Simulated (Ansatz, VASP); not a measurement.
## Zn5Cd2Te in VASP and in Ansatz

```xyz
8
Lattice="4.5500 0.0000 0.0000 -2.2750 3.9404 0.0000 0.0000 0.0000 8.3000" Properties=species:S:1:pos:R:3 pbc="T T T"
Zn    1.5167    2.6269    3.2370
Zn   -0.7583    1.3135    3.2370
Zn    1.5167    0.0000    3.2370
Zn    0.0000    0.0000    5.6440
Zn    2.2750    1.3135    0.8300
Cd    2.2750    1.3135    5.6440
Cd    0.0000    2.6269    5.6440
Te    0.0000    0.0000    0.0000
```

Alike in both runs: task relaxation of cell and atoms; functional PBE; k mesh 4 × 4 × 2; occupations gaussian, width 0.2 eV; no spin polarisation.

|  | VASP | Ansatz |
| --- | --- | --- |
| version | VASP 6.6.1 | Ansatz 0.2.0 |
| potentials or method | VASP PAW PBE potentials, release 64 (Zn, Cd, Te), cutoff 600 eV | scalar-relativistic, plane waves, PAW |
| valence electrons in the cell | 90 | 116 |

Ansatz gave:

| Quantity | Value |
| --- | --- |
| gap on the k mesh at the Fermi level, each at its own relaxed structure (eV) | none |
| relaxed volume (Å³/atom) | 22.19 |
| relaxed length of the cell vector where the two differ most in proportion (Å) | 4.732 |

Problem. What did VASP give for the same quantities?

Solution. gap on the k mesh at the Fermi level, each at its own relaxed structure (eV): none; relaxed volume (Å³/atom): 22.38; relaxed length of the cell vector where the two differ most in proportion (Å): 4.748.

A gap of «none» marks a metal or a gap that the smearing closes. VASP's potentials hold 90 valence electrons a cell and Ansatz's 116, so a difference there can come from the potentials and not from the codes.

The k mesh is coarse, so the values compare programs but aren't converged. Spin-orbit coupling is off throughout. Noted on VASP's run: the volume moved by over 15 % at a fixed basis, so the end points are rough.
